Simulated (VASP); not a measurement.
# Sn5H (P6/mmm) in VASP: single point with PBE

Aim: the single point of Sn5H with PBE.

All numbers are computed with VASP 6.6.1; they aren't measurements. Logs are shortened: lines on timing, memory, paths and dates and some standing lists are left out, and cuts for length are marked.

## 1. The cell of the first run

The structure is hexagonal, space group P6/mmm (No. 191). Conventional cell: a = 10.277 Å, b = 10.277 Å, c = 2.962 Å, α = 90.00°, β = 90.00°, γ = 120.00°. Sn (site symmetry mmm) has 4 Sn at 2.96 to 2.97 Å within 3.9 Å. Sn (site symmetry -6m2) has 5 Sn at 2.96 to 2.97 Å within 3.9 Å. Within 3.9 Å of H (site symmetry 6/mmm) lie 2 H at 2.96 Å.

The cell was generated, and may not be a known phase.

## 2. Single point, PBE

File INCAR:

```
SYSTEM = Sn5H
  ALGO = Normal
  EDIFF = 1E-7
  ENCUT = 520
  GGA = PE
  ISIF = 2
  ISMEAR = 0
  LASPH = .True.
  LCHARG = .True.
  LELF = .True.
  LREAL = .False.
  LVHAR = .True.
  LWAVE = .False.
  NBANDS = 44
  NELM = 60
  PREC = Accurate
  SIGMA = 0.1
```

File KPOINTS:

```
k-points
0
Gamma
  6 6 12
  0 0 0
```

File POSCAR:

```
Sn5H
1.0
   10.2770705723      0.0000000000      0.0000000000
   -5.1385352861      8.9002041921      0.0000000000
    0.0000000000      0.0000000000      2.9621941367
Sn H
5 1
Direct
    0.5000000000      0.0000000000      0.5000000000
    0.0000000000      0.5000000000      0.5000000000
    0.5000000000      0.5000000000      0.5000000000
    0.3333333333      0.6666666667      0.5000000000
    0.6666666667      0.3333333333      0.5000000000
    0.0000000000      0.0000000000      0.0000000000
```

Potentials or basis: VASP PAW PBE potentials, release 64 (Sn_d, H).

Started as:

```sh
$ cat potpaw_PBE.64/Sn_d/POTCAR potpaw_PBE.64/H/POTCAR > POTCAR
$ mpirun -np 1 vasp_std > vasp.out
```

OUTCAR:

```text
SYSTEM = Sn5H
   EDIFF = 1E-7
   ENCUT = 520
   GGA = PE
   ISIF = 2
   ISMEAR = 0
   LASPH = .True.
   LREAL = .False.
   NELM = 60
   PREC = Accurate

 ion  position               nearest neighbor table
   1  0.500  0.000  0.500-   4 2.97   5 2.97
   2  0.000  0.500  0.500-   4 2.97   5 2.97
   3  0.500  0.500  0.500-   4 2.97   5 2.97
   4  0.333  0.667  0.500-   1 2.97   2 2.97   3 2.97
   5  0.667  0.333  0.500-   1 2.97   2 2.97   3 2.97
   6  0.000  0.000  0.000-

  LATTYP: Found a hexagonal cell.
 ALAT       =    10.2770705723
 C/A-ratio  =     0.2882333167

  Lattice vectors:

 A1 = (  10.2770705723,   0.0000000000,   0.0000000000)
 A2 = (  -5.1385352861,   8.9002041921,   0.0000000000)
 A3 = (   0.0000000000,   0.0000000000,   2.9621941367)

Analysis of symmetry for initial positions (statically):
=====================================================================
 Subroutine PRICEL returns:
 Original cell was already a primitive cell.

 Routine SETGRP: Setting up the symmetry group for a
 hexagonal supercell.

 Subroutine GETGRP returns: Found 24 space group operations
 (whereof 24 operations were pure point group operations)
 out of a pool of 24 trial point group operations.

The static configuration has the point symmetry D_6h.

Analysis of symmetry for dynamics (positions and initial velocities):
=====================================================================
 Subroutine PRICEL returns:
 Original cell was already a primitive cell.

 Routine SETGRP: Setting up the symmetry group for a
 hexagonal supercell.

 Subroutine GETGRP returns: Found 24 space group operations
 (whereof 24 operations were pure point group operations)
 out of a pool of 24 trial point group operations.

The dynamic configuration has the point symmetry D_6h.

 Subroutine INISYM returns: Found 24 space group operations
 (whereof 24 operations are pure point group operations),
 and found     1 'primitive' translations

----------------------------------------------------------------------------------------

                                     Primitive cell

  volume of cell :     270.9461

  direct lattice vectors                    reciprocal lattice vectors
    10.277070572  0.000000000  0.000000000     0.097303993  0.056178486  0.000000000
    -5.138535286  8.900204192  0.000000000     0.000000000  0.112356973  0.000000000
     0.000000000  0.000000000  2.962194137     0.000000000  0.000000000  0.337587597

  length of vectors
    10.277070572 10.277070572  2.962194137     0.112356973  0.112356973  0.337587597

  position of ions in fractional coordinates (direct lattice)
     0.500000000  0.000000000  0.500000000
     0.000000000  0.500000000  0.500000000
     0.500000000  0.500000000  0.500000000
     0.333333333  0.666666667  0.500000000
     0.666666667  0.333333333  0.500000000
     0.000000000  0.000000000  0.000000000

  ion indices of the primitive-cell ions
   primitive index   ion index
                 1           1
                 2           2
                 3           3
                 4           4
                 5           5
                 6           6

----------------------------------------------------------------------------------------

 KPOINTS: k-points

Automatic generation of k-mesh.
 Grid dimensions read from file:
 generate k-points for:    6    6   12

 Generating k-lattice:

  Cartesian coordinates                     Fractional coordinates (reciprocal lattice)
     0.016217332  0.009363081  0.000000000     0.166666667  0.000000000  0.000000000
     0.000000000  0.018726162  0.000000000     0.000000000  0.166666667  0.000000000
     0.000000000  0.000000000  0.028132300     0.000000000  0.000000000  0.083333333

  Length of vectors
     0.018726162  0.018726162  0.028132300

  Shift w.r.t. Gamma in fractional coordinates (k-lattice)
     0.000000000  0.000000000  0.000000000

 Subroutine IBZKPT returns following result:
 ===========================================

 Found     49 irreducible k-points:

 Following reciprocal coordinates:
            Coordinates               Weight
  0.000000  0.000000  0.000000      1.000000
  0.166667 -0.000000  0.000000      6.000000
  0.333333  0.000000  0.000000      6.000000
  0.500000  0.000000  0.000000      3.000000
  0.166667  0.166667  0.000000      6.000000
  0.333333  0.166667  0.000000     12.000000
[... 16 lines left out ...]
  0.166667 -0.000000  0.250000     12.000000
  0.333333  0.000000  0.250000     12.000000
 [... further k-points ...]
   k-points           NKPTS =     49   k-points in BZ     NKDIM =     49   number of bands    NBANDS=     44
   number of dos      NEDOS =    301   number of ions     NIONS =      6
   total plane-waves  NPLWV = 153600
   dimension x,y,z NGX =    80 NGY =   80 NGZ =   24
   dimension x,y,z NGXF=   160 NGYF=  160 NGZF=   48
   ions per type =               5   1
   NGX,Y,Z   is equivalent  to a cutoff of  12.94, 12.94, 13.47 a.u.
   NGXF,Y,Z  is equivalent  to a cutoff of  25.88, 25.88, 26.94 a.u.
 SYSTEM =  Sn5H
   PREC   = accura    normal or accurate (medium, high low for compatibility)
   ISTART =      0    job   : 0-new  1-cont  2-samecut
   ICHARG =      2    charge: 1-file 2-atom 10-const
   ISPIN  =      1    spin polarized calculation?
   LNONCOLLINEAR =      F non collinear calculations
   LSORBIT =      F    spin-orbit coupling
   LASPH  =      T    aspherical Exc in radial PAW
   ENCUT  =  520.0 eV  38.22 Ry    6.18 a.u.  19.11 19.11  5.51*2*pi/ulx,y,z
   NELM   =     60;   NELMIN=  2; NELMDL= -5     # of ELM steps
   EDIFF  = 0.1E-06   stopping-criterion for ELM
   LREAL  =      F    real-space projection
   EDIFFG = 0.1E-05   stopping-criterion for IOM
   NSW    =      0    number of steps for IOM
   IBRION =     -1    ionic relax: 0-MD 1-quasi-New 2-CG
   NFREE  =      0    steps in history (QN), initial steepest desc. (CG)
   ISIF   =      2    stress and relaxation
   ISYM   =      2    0-nonsym 1-usesym 2-fastsym
   POTIM  = 0.5000    time-step for ionic-motion
   TEBEG  =    0.0;   TEEND  =   0.0 temperature during run
   PSTRESS=    0.0 pullay stress
   NELECT =      71.0000    total number of electrons
   NUPDOWN=      -1.0000    fix difference up-down
   EMIN   =  10.00;   EMAX   =-10.00  energy-range for DOS
   EFERMI =   0.00;   METHOD = LEGACY
   ISMEAR =     0;   SIGMA  =   0.10  broadening in eV -4-tet -1-fermi 0-gaus
   EFERMI_NEDOS =   21; number of points for ismear=-14 and -15
   IALGO  =     38    algorithm
   IMIX   =      4    mixing-type and parameters
     AMIX     =   0.40;   BMIX     =  1.00
     AMIX_MAG =   1.60;   BMIX_MAG =  1.00
  volume/ion in A,a.u.               =      45.16       304.74
  Fermi-wavevector in a.u.,A,eV,Ry     =   1.047611  1.979698 14.932239  1.097489
  Thomas-Fermi vector in A             =   2.182498
   LORBIT       =      0    0 simple, 1 ext, 2 COOP (PROOUT), +10 PAW based schemes
   GGA     = PE    functional components
   LHFCALC =     F    Hartree Fock is set to
   AEXX    =    0.0000 exact exchange contribution
   IVDW    =     0    specifies the selected vdW correction
   LEPSILON=     F    determine dielectric tensor
   LRPA    =     F    only Hartree local field effects (RPA)
 non-spin polarized calculation
 Gauss-broadening in eV      SIGMA  =   0.10
  energy-cutoff  :      520.00
  volume of cell :      270.95
 maximum number of plane-waves:      7354
 NGX is ok and might be reduce to    80
   NGX = 39   NGY = 39   NGZ = 11

 number of electron      70.9999988 magnetization

 Free energy of the ion-electron system (eV)
  ---------------------------------------------------
  ext. energy  EPLUGINS =         0.00000000
  ---------------------------------------------------
  free energy    TOTEN  =       -17.76319074 eV

  energy without entropy =      -17.73555720  energy(sigma->0) =      -17.74937397

 E-fermi :   1.5507     XC(G=0):  -6.8122

 val. band max:        1.5375046484   @ k =   0.1667   0.1667   0.0000
 cond. band min:       1.5515444796   @ k =   0.1667   0.1667   0.2500
 fundamental gap:      0.0140398312
 Fermi energy:         1.5506775750

 k-point     1 :       0.0000    0.0000    0.0000
  band No.  band energies     occupation
      1     -20.1145      2.00000
      2     -20.0894      2.00000
      3     -20.0894      2.00000
      4     -20.0190      2.00000
      5     -19.9950      2.00000
      6     -19.9800      2.00000
[... 36 lines left out ...]
     43       6.8605      0.00000
     44       6.8605      0.00000

 k-point     2 :       0.1667   -0.0000    0.0000
  band No.  band energies     occupation
      1     -20.1132      2.00000
      2     -20.0911      2.00000
      3     -20.0893      2.00000
      4     -20.0187      2.00000
      5     -20.0021      2.00000
      6     -19.9785      2.00000
[... 36 lines left out ...]
     43       7.0683      0.00000
     44       7.1057      0.00000

 k-point     3 :       0.3333    0.0000    0.0000
  band No.  band energies     occupation
      1     -20.1099      2.00000
      2     -20.0953      2.00000
      3     -20.0889      2.00000
      4     -20.0178      2.00000
      5     -20.0091      2.00000
      6     -19.9751      2.00000
[... 36 lines left out ...]
     43       6.7743      0.00000
     44       6.8795      0.00000

 k-point     4 :       0.5000    0.0000    0.0000
  band No.  band energies     occupation
      1     -20.1073      2.00000
      2     -20.0984      2.00000
      3     -20.0888      2.00000
      4     -20.0170      2.00000
      5     -20.0120      2.00000
      6     -19.9733      2.00000
[... 882 lines left out ...]
     43       5.0007      0.00000
     44       6.4069      0.00000

 k-point    23 :       0.1667   -0.0000    0.2500
  band No.  band energies     occupation
      1     -19.9791      2.00000
      2     -19.9781      2.00000
      3     -19.9466      2.00000
      4     -19.8756      2.00000
      5     -19.8743      2.00000
      6     -19.8742      2.00000
[... 36 lines left out ...]
     43       5.1321      0.00000
     44       6.2835      0.00000

 k-point    24 :       0.3333    0.0000    0.2500
  band No.  band energies     occupation
      1     -19.9753      2.00000
      2     -19.9705      2.00000
      3     -19.9518      2.00000
      4     -19.8754      2.00000
      5     -19.8744      2.00000
      6     -19.8739      2.00000
[... 36 lines left out ...]
     43       5.4294      0.00000
     44       5.9745      0.00000

 [... further k-points ...]
[... 5 lines left out ...]
  --------------------------------------------------------------------------------------
  -------------------------------------------------------------------------------------
  Total       -0.0559446     -0.0559446     -0.0805577     -0.0000000      0.0000000      0.0000000
  in kB       -0.3308157     -0.3308157     -0.4763596     -0.0000000      0.0000000      0.0000000
  external PRESSURE =      -0.3793303 kB  Pullay stress =       0.0000000 kB

 VOLUME and BASIS-vectors are now :
 -----------------------------------------------------------------------------
  energy-cutoff  :      520.00
  volume of cell :      270.95
      direct lattice vectors                 reciprocal lattice vectors
    10.277070572  0.000000000  0.000000000     0.097303993  0.056178486  0.000000000
    -5.138535286  8.900204192  0.000000000     0.000000000  0.112356973  0.000000000
     0.000000000  0.000000000  2.962194137     0.000000000  0.000000000  0.337587597

 POSITION                                       TOTAL-FORCE (eV/Angst)
 -----------------------------------------------------------------------------------
      5.13854      0.00000      1.48110        -0.000000      0.000000     -0.000000
     -2.56927      4.45010      1.48110        -0.000000      0.000000     -0.000000
      2.56927      4.45010      1.48110        -0.000000      0.000000     -0.000000
     -0.00000      5.93347      1.48110         0.000000      0.000000     -0.000000
      5.13854      2.96673      1.48110        -0.000000      0.000000      0.000000
      0.00000      0.00000      0.00000        -0.000000      0.000000     -0.000000
 -----------------------------------------------------------------------------------
    total drift:                               -0.000000      0.000000     -0.000000

  FREE ENERGIE OF THE ION-ELECTRON SYSTEM (eV)
  ---------------------------------------------------
  free  energy   TOTEN  =       -17.7631907398 eV

  energy  without entropy=      -17.7355571981  energy(sigma->0) =      -17.74937397
```

Wall time 21 min (1 thread of Intel Xeon 8259CL, shared host); peak memory 0.67 GiB.

What came out:

```
Free energy            : -17.7632 eV
Pressure               : 0.0 GPa
Band gap on the k mesh : zero (an odd number of electrons rules out a gap without spin polarisation)
```

Caveat: spin-orbit coupling is left out, which moves the levels of the heavy elements.
